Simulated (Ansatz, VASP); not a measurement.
## BN: VASP beside Ansatz

Contents of POSCAR:

```
BN
1.0
    2.7582547698      0.0000000000      0.0000000000
   -1.3791273849      2.3887187008      0.0000000000
    0.0000000000      0.0000000000      3.8887066000
B N
2 2
Direct
    0.6666666667      0.3333333333      0.9997240000
    0.3333333333      0.6666666667      0.4997240000
    0.6666666667      0.3333333333      0.6252760000
    0.3333333333      0.6666666667      0.1252760000
```

Contents of INCAR.step1:

```
SYSTEM = BN
PREC     = Accurate       ! precision mode
ENCUT    = 520            ! plane-wave cutoff, eV
ISMEAR   = 0              ! smearing method
SIGMA    = 0.05           ! smearing width, eV
LREAL    = .False.        ! projectors in reciprocal space
LASPH    = .True.         ! aspherical terms in the spheres
NELM     = 100            ! most SCF steps
NBANDS   = 16             ! bands
GGA      = PE             ! functional
ALGO     = Normal         ! electronic algorithm
EDIFF    = 1E-4           ! SCF threshold, eV
LWAVE    = .True.         ! write WAVECAR
LCHARG   = .False.        ! write CHGCAR
```

The input INCAR.step2:

```
SYSTEM = BN
PREC     = Accurate       ! precision mode
ENCUT    = 520            ! plane-wave cutoff, eV
EDIFF    = 1E-7           ! SCF threshold, eV
ISMEAR   = 0              ! smearing method
SIGMA    = 0.05           ! smearing width, eV
LREAL    = .False.        ! projectors in reciprocal space
LASPH    = .True.         ! aspherical terms in the spheres
NELM     = 100            ! most SCF steps
ALGO     = Normal         ! electronic algorithm
ISIF     = 2              ! what is computed and relaxed
LWAVE    = .False.        ! write WAVECAR
LCHARG   = .True.         ! write CHGCAR
METAGGA  = R2SCAN         ! meta-GGA
LMIXTAU  = .True.       
LELF     = .True.         ! ELF
LVHAR    = .True.       
NBANDS   = 16             ! bands
ISTART   = 1
```

The input KPOINTS:

```
regular mesh
0
Gamma
  12 12 6
  0 0 0
```

Input for Ansatz:

```yaml
crystal:
  lattice:
    - [2.7582547698, 0.0, 0.0]
    - [-1.3791273849, 2.3887187008, 0.0]
    - [0.0, 0.0, 3.8887066]
  atoms:
    - { symbol: B, position: [0.6666666667, 0.3333333333, 0.999724] }
    - { symbol: B, position: [0.3333333333, 0.6666666667, 0.499724] }
    - { symbol: "N", position: [0.6666666667, 0.3333333333, 0.625276] }
    - { symbol: "N", position: [0.3333333333, 0.6666666667, 0.125276] }
basis:
  ecutwfc: 500
kpoints:
  mp_grid: { grid: [12, 12, 6] }
hamiltonian:
  xc: r2scan
scf:
  occupations: { method: gaussian, width: 0.05 }
output:
  forces: true
  stress: true
  eigenvalues: true
```

Change from the starting cell: strain +0.080 along x and y, -0.080 along z, atoms carried along.

Alike in both runs: task single point; functional r2SCAN; k mesh 12 × 12 × 6; occupations gaussian, width 0.05 eV; no spin polarisation.

|  | VASP | Ansatz |
| --- | --- | --- |
| version | VASP 6.6.1 | Ansatz 0.2.0 |
| potentials or method | VASP PAW PBE potentials, release 64 (B, N), cutoff 520 eV | scalar-relativistic, plane waves, PAW |
| valence electrons in the cell | 16 | 16 |

```csv
,VASP,Ansatz,Ansatz less VASP
gap on the k mesh at the Fermi level (eV),5.23,5.23,+0.007
least direct gap on the mesh (eV),6.13,6.12,-0.016
pressure (GPa),-14.4,-15.2,-0.79
"traceless stress, the component that is largest in VASP (GPa)",93.73,93.35,-0.376
rms of the force components (eV/Å),0.420,0.407,-0.0135
```

VASP's potentials were made for PBE, not for r2SCAN. Atom by atom the forces differ by 0.014 eV/Å (rms over components). The functional is the same, so the differences come from potentials, cutoffs and numerics.
